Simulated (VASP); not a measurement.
K, 2 atoms in the cell. It takes space group P6_3/mmc (No. 194, hexagonal). Conventional cell: a = 4.683 Å, b = 4.683 Å, c = 7.626 Å, α = 90.00°, β = 90.00°, γ = 120.00°.  This cell differs from its parent crystal: volume scaled by 1.12.

- Program: VASP 6.6.1
- Task: single point
- Functional: LDA
- Potentials or basis: VASP PAW LDA potentials, release 64 (K_sv)
- Cutoff: 520 eV
- k mesh: 9 × 9 × 5
- Occupations: fermi-dirac, width 0.1 eV
- Spin: no spin polarisation
- Dipole correction: no
- Further INCAR settings: ALGO = Normal; EDIFF = 1e-06; NBANDS = 16

Potentials or basis: VASP PAW LDA potentials, release 64 (K_sv).

Run with:

```sh
$ cat potpaw_LDA.64/K_sv/POTCAR > POTCAR
$ mpirun -np 1 vasp_std > vasp.out
```

Hardware: 1 thread of Intel(R) Xeon(R) Platinum 8259CL CPU @ 2.50GHz (Skylake/Cascade Lake) (shared host).

Task: How long does it take, and how much memory?

Result: Wall time 50 s on 1 thread of Intel(R) Xeon(R) Platinum 8259CL CPU @ 2.50GHz (Skylake/Cascade Lake) (shared host), peak memory 0.24 GiB. Counts: scf iterations 11, k points 36.
